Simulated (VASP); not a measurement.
# Au (C2/m) in VASP: single point with PBE

Aim: the single point of Au with PBE.

Everything below comes from runs of VASP 6.6.1. Logs are shortened: lines on timing, memory, paths and dates and some standing lists are left out, and cuts for length are marked.

## Step 1: The cell of the first run

Symmetry: C2/m, No. 12, monoclinic system. The conventional cell has a = 4.807 Å, b = 3.095 Å, c = 2.879 Å, α = 90.00°, β = 119.82°, γ = 90.00°. Within 3.8 Å of Au (site symmetry 2/m) lie 12 Au at 2.86 to 3.10 Å.

## Step 2: Single point, PBE

INCAR reads:

```
SYSTEM = Au
PREC = Accurate
ENCUT = 520
EDIFF = 1E-6
ISMEAR = 0
SIGMA = 0.1
LREAL = .False.
LASPH = .True.
NELM = 100
ALGO = Normal
ISIF = 2
LWAVE = .False.
LCHARG = .True.
GGA = PE
LELF = .True.
LVHAR = .True.
NBANDS = 12
```

KPOINTS reads:

```
regular mesh
0
Gamma
  12 12 15
  0 0 0
```

POSCAR reads:

```
Au
1.0
    3.0949744691      0.0000156536     -0.0129548225
   -1.5474736782      2.6803343411      0.0129548225
   -1.5569303032      0.8988941296      2.2486947526
Au
1
Direct
    0.0000000000      0.0000000000      0.0000000000
```

Potentials or basis: VASP PAW PBE potentials, release 64 (Au).

Run with:

```
$ cat potpaw_PBE.64/Au/POTCAR > POTCAR
$ mpirun -np 1 vasp_std > vasp.out
```

OUTCAR:

```text
SYSTEM = Au
   PREC = Accurate
   ENCUT = 520
   EDIFF = 1E-6
   ISMEAR = 0
   LREAL = .False.
   LASPH = .True.
   NELM = 100
   ISIF = 2
   GGA = PE

 ion  position               nearest neighbor table
   1  0.000  0.000  0.000-

  LATTYP: Found a base centered monoclinic cell.
 ALAT       =     4.8072416173
 B/A-ratio  =     0.6438206831
 C/A-ratio  =     0.5988892155
 COS(beta)  =    -0.4972363514

  Lattice vectors:

 A1 = (   0.0094566250,   1.7814402115,  -2.2357399301)
 A2 = (  -1.5380441659,  -0.8989097832,  -2.2357399301)
 A3 = (  -1.5569303032,   0.8988941296,   2.2486947526)

Analysis of symmetry for initial positions (statically):
=====================================================================
 Subroutine PRICEL returns:
 Original cell was already a primitive cell.

 Routine SETGRP: Setting up the symmetry group for a
 base centered monoclinic supercell.

 Subroutine GETGRP returns: Found  4 space group operations
 (whereof  4 operations were pure point group operations)
 out of a pool of  4 trial point group operations.

The static configuration has the point symmetry C_2h.

Analysis of symmetry for dynamics (positions and initial velocities):
=====================================================================
 Subroutine PRICEL returns:
 Original cell was already a primitive cell.

 Routine SETGRP: Setting up the symmetry group for a
 base centered monoclinic supercell.

 Subroutine GETGRP returns: Found  4 space group operations
 (whereof  4 operations were pure point group operations)
 out of a pool of  4 trial point group operations.

The dynamic configuration has the point symmetry C_2h.

 Subroutine INISYM returns: Found  4 space group operations
 (whereof  4 operations are pure point group operations),
 and found     1 'primitive' translations

----------------------------------------------------------------------------------------

                                     Primitive cell

  volume of cell :      18.5822

  direct lattice vectors                    reciprocal lattice vectors
     3.094974469  0.000015654 -0.012954822     0.323730183  0.186179897  0.149717660
    -1.547473678  2.680334341  0.012954822    -0.000628571  0.373448511 -0.149717660
    -1.556930303  0.898894130  2.248694753     0.001868644 -0.001078862  0.446427480

  length of vectors
     3.095001582  3.095001582  2.879005161     0.402342594  0.402342594  0.446432694

  position of ions in fractional coordinates (direct lattice)
     0.000000000  0.000000000  0.000000000

  ion indices of the primitive-cell ions
   primitive index   ion index
                 1           1

----------------------------------------------------------------------------------------

 KPOINTS: regular mesh

Automatic generation of k-mesh.
 Grid dimensions read from file:
 generate k-points for:   12   12   15

 Generating k-lattice:

  Cartesian coordinates                     Fractional coordinates (reciprocal lattice)
     0.026977515  0.015514991  0.012476472     0.083333333  0.000000000  0.000000000
    -0.000052381  0.031120709 -0.012476472     0.000000000  0.083333333  0.000000000
     0.000124576 -0.000071924  0.029761832     0.000000000  0.000000000  0.066666667

  Length of vectors
     0.033528550  0.033528550  0.029762180

  Shift w.r.t. Gamma in fractional coordinates (k-lattice)
     0.000000000  0.000000000  0.000000000

 Subroutine IBZKPT returns following result:
 ===========================================

 Found    589 irreducible k-points:

 Following reciprocal coordinates:
            Coordinates               Weight
  0.000000  0.000000  0.000000      1.000000
  0.083333  0.000000  0.000000      4.000000
  0.166667  0.000000  0.000000      4.000000
  0.250000  0.000000  0.000000      4.000000
  0.333333  0.000000  0.000000      4.000000
  0.416667  0.000000  0.000000      4.000000
[... 16 lines left out ...]
  0.500000  0.166667  0.000000      4.000000
 -0.416667  0.166667  0.000000      4.000000
 [... further k-points ...]
   k-points           NKPTS =    589   k-points in BZ     NKDIM =    589   number of bands    NBANDS=     12
   number of dos      NEDOS =    301   number of ions     NIONS =      1
   total plane-waves  NPLWV =  13824
   dimension x,y,z NGX =    24 NGY =   24 NGZ =   24
   dimension x,y,z NGXF=    48 NGYF=   48 NGZF=   48
   ions per type =               1
   NGX,Y,Z   is equivalent  to a cutoff of  12.89, 12.89, 13.86 a.u.
   NGXF,Y,Z  is equivalent  to a cutoff of  25.78, 25.78, 27.72 a.u.
 SYSTEM =  Au
   PREC   = accura    normal or accurate (medium, high low for compatibility)
   ISTART =      0    job   : 0-new  1-cont  2-samecut
   ICHARG =      2    charge: 1-file 2-atom 10-const
   ISPIN  =      1    spin polarized calculation?
   LNONCOLLINEAR =      F non collinear calculations
   LSORBIT =      F    spin-orbit coupling
   LASPH  =      T    aspherical Exc in radial PAW
   ENCUT  =  520.0 eV  38.22 Ry    6.18 a.u.   5.75  5.75  5.35*2*pi/ulx,y,z
   NELM   =    100;   NELMIN=  2; NELMDL= -5     # of ELM steps
   EDIFF  = 0.1E-05   stopping-criterion for ELM
   LREAL  =      F    real-space projection
   EDIFFG = 0.1E-04   stopping-criterion for IOM
   NSW    =      0    number of steps for IOM
   IBRION =     -1    ionic relax: 0-MD 1-quasi-New 2-CG
   NFREE  =      0    steps in history (QN), initial steepest desc. (CG)
   ISIF   =      2    stress and relaxation
   ISYM   =      2    0-nonsym 1-usesym 2-fastsym
   POTIM  = 0.5000    time-step for ionic-motion
   TEBEG  =    0.0;   TEEND  =   0.0 temperature during run
   PSTRESS=    0.0 pullay stress
   NELECT =      11.0000    total number of electrons
   NUPDOWN=      -1.0000    fix difference up-down
   EMIN   =  10.00;   EMAX   =-10.00  energy-range for DOS
   EFERMI =   0.00;   METHOD = LEGACY
   ISMEAR =     0;   SIGMA  =   0.10  broadening in eV -4-tet -1-fermi 0-gaus
   EFERMI_NEDOS =   21; number of points for ismear=-14 and -15
   IALGO  =     38    algorithm
   IMIX   =      4    mixing-type and parameters
     AMIX     =   0.40;   BMIX     =  1.00
     AMIX_MAG =   1.60;   BMIX_MAG =  1.00
  volume/ion in A,a.u.               =      18.58       125.40
  Fermi-wavevector in a.u.,A,eV,Ry     =   1.374591  2.597601 25.708226  1.889501
  Thomas-Fermi vector in A             =   2.500004
   LORBIT       =      0    0 simple, 1 ext, 2 COOP (PROOUT), +10 PAW based schemes
   GGA     = PE    functional components
   LHFCALC =     F    Hartree Fock is set to
   AEXX    =    0.0000 exact exchange contribution
   IVDW    =     0    specifies the selected vdW correction
   LEPSILON=     F    determine dielectric tensor
   LRPA    =     F    only Hartree local field effects (RPA)
 non-spin polarized calculation
 Gauss-broadening in eV      SIGMA  =   0.10
  energy-cutoff  :      520.00
  volume of cell :       18.58
 maximum number of plane-waves:       514
   NGX = 11   NGY = 11   NGZ = 11

 number of electron      11.0000001 magnetization

 Free energy of the ion-electron system (eV)
  ---------------------------------------------------
  ext. energy  EPLUGINS =         0.00000000
  ---------------------------------------------------
  free energy    TOTEN  =        -3.19838538 eV

  energy without entropy =       -3.19720773  energy(sigma->0) =       -3.19779655

 E-fermi :   8.1111     XC(G=0): -12.1920

 val. band max:        8.0896335117   @ k =   0.5000   0.3333   0.4667
 cond. band min:       8.1125685059   @ k =   0.5000   0.0000   0.1333
 fundamental gap:      0.0229349942
 Fermi energy:         8.1111382559

 k-point     1 :       0.0000    0.0000    0.0000
  band No.  band energies     occupation
      1      -0.8892      2.00000
      2       3.3486      2.00000
      3       3.3801      2.00000
      4       4.5008      2.00000
      5       5.2432      2.00000
      6       5.2880      2.00000
      7      22.4094      0.00000
      8      24.9803      0.00000
      9      25.0908      0.00000
     10      29.1752      0.00000
     11      30.5892      0.00000
     12      33.4411      0.00000

 k-point     2 :       0.0833    0.0000    0.0000
  band No.  band energies     occupation
      1      -0.6793      2.00000
      2       3.3615      2.00000
      3       3.4102      2.00000
      4       4.5290      2.00000
      5       5.2225      2.00000
      6       5.2634      2.00000
      7      22.5096      0.00000
      8      23.9472      0.00000
      9      25.2797      0.00000
     10      29.0979      0.00000
     11      31.2685      0.00000
     12      32.2808      0.00000

 k-point     3 :       0.1667    0.0000    0.0000
  band No.  band energies     occupation
      1      -0.0943      2.00000
      2       3.4000      2.00000
      3       3.4690      2.00000
      4       4.6154      2.00000
      5       5.2104      2.00000
      6       5.2466      2.00000
      7      20.9274      0.00000
      8      23.4076      0.00000
      9      25.9509      0.00000
     10      29.0693      0.00000
     11      29.9996      0.00000
     12      30.5611      0.00000

 k-point     4 :       0.2500    0.0000    0.0000
  band No.  band energies     occupation
      1       0.6733      2.00000
      2       3.4671      2.00000
      3       3.6321      2.00000
      4       4.6459      2.00000
      5       5.2927      2.00000
      6       5.4289      2.00000
      7      17.9502      0.00000
      8      23.4945      0.00000
      9      26.3285      0.00000
     10      28.5890      0.00000
     11      29.5596      0.00000
     12      29.8295      0.00000

 k-point     5 :       0.3333    0.0000    0.0000
  band No.  band energies     occupation
      1       1.2169      2.00000
      2       3.3912      2.00000
      3       4.4519      2.00000
      4       4.5922      2.00000
      5       5.4869      2.00000
      6       5.8152      2.00000
      7      14.8754      0.00000
      8      23.0342      0.00000
      9      25.5667      0.00000
     10      27.8266      0.00000
     11      29.9771      0.00000
     12      30.3148      0.00000
[... 228 lines left out ...]
      1       1.9702      2.00000
      2       3.3296      2.00000
      3       4.2089      2.00000
      4       4.6580      2.00000
      5       5.5982      2.00000
      6       7.1871      2.00000
      7      13.8163      0.00000
      8      19.9457      0.00000
      9      24.2567      0.00000
     10      26.3327      0.00000
     11      30.1378      0.00000
     12      32.5001      0.00000

 k-point    22 :       0.4167    0.1667    0.0000
  band No.  band energies     occupation
      1       1.9704      2.00000
      2       3.2547      2.00000
      3       4.5331      2.00000
      4       4.6590      2.00000
      5       5.9732      2.00000
      6       8.6935      0.00000
      7      11.2469      0.00000
      8      20.3389      0.00000
      9      23.5798      0.00000
     10      25.2496      0.00000
     11      31.9535      0.00000
     12      32.3737      0.00000

 k-point    23 :       0.5000    0.1667    0.0000
  band No.  band energies     occupation
      1       1.9367      2.00000
      2       3.2823      2.00000
      3       4.2997      2.00000
      4       4.6973      2.00000
      5       6.1248      2.00000
      6       8.7379      0.00000
      7      11.2698      0.00000
      8      21.1666      0.00000
      9      23.0617      0.00000
     10      25.0971      0.00000
     11      32.0800      0.00000
     12      32.3346      0.00000

 k-point    24 :      -0.4167    0.1667    0.0000
  band No.  band energies     occupation
      1       1.8742      2.00000
      2       3.4298      2.00000
      3       3.7250      2.00000
      4       4.7829      2.00000
      5       6.0108      2.00000
      6       6.9905      2.00000
      7      14.0439      0.00000
      8      22.3364      0.00000
      9      22.9602      0.00000
     10      25.5665      0.00000
     11      29.8837      0.00000
     12      32.0325      0.00000

 [... further k-points ...]
[... 5 lines left out ...]
  --------------------------------------------------------------------------------------
  -------------------------------------------------------------------------------------
  Total       -0.4785933     -0.4912500     -0.0222121     -0.0109610      0.0027583     -0.0047775
  in kB      -41.2649005    -42.3561737     -1.9151535     -0.9450703      0.2378253     -0.4119251
  external PRESSURE =     -28.5120759 kB  Pullay stress =       0.0000000 kB

 VOLUME and BASIS-vectors are now :
 -----------------------------------------------------------------------------
  energy-cutoff  :      520.00
  volume of cell :       18.58
      direct lattice vectors                 reciprocal lattice vectors
     3.094974469  0.000015654 -0.012954822     0.323730183  0.186179897  0.149717660
    -1.547473678  2.680334341  0.012954822    -0.000628571  0.373448511 -0.149717660
    -1.556930303  0.898894130  2.248694753     0.001868644 -0.001078862  0.446427480

 POSITION                                       TOTAL-FORCE (eV/Angst)
 -----------------------------------------------------------------------------------
      0.00000      0.00000      0.00000        -0.000000     -0.000000      0.000000
 -----------------------------------------------------------------------------------
    total drift:                               -0.000000     -0.000000      0.000000

  FREE ENERGIE OF THE ION-ELECTRON SYSTEM (eV)
  ---------------------------------------------------
  free  energy   TOTEN  =        -3.1983853811 eV

  energy  without entropy=       -3.1972077275  energy(sigma->0) =       -3.19779655
```

It took 49 s on 1 thread of Intel Xeon Platinum 8375C at 2.90GHz (Ice Lake), shared host; peak memory 0.24 GiB.

What came out:

| Property | Result |
| --- | --- |
| Free energy | -3.1984 eV |
| Pressure | -2.9 GPa |

Stress tensor (GPa, compression positive):
```
-4.13 -0.09 -0.04
-0.09 -4.24  0.02
-0.04  0.02 -0.19
```

Caveat: spin-orbit coupling is left out, which moves the levels of the heavy elements.
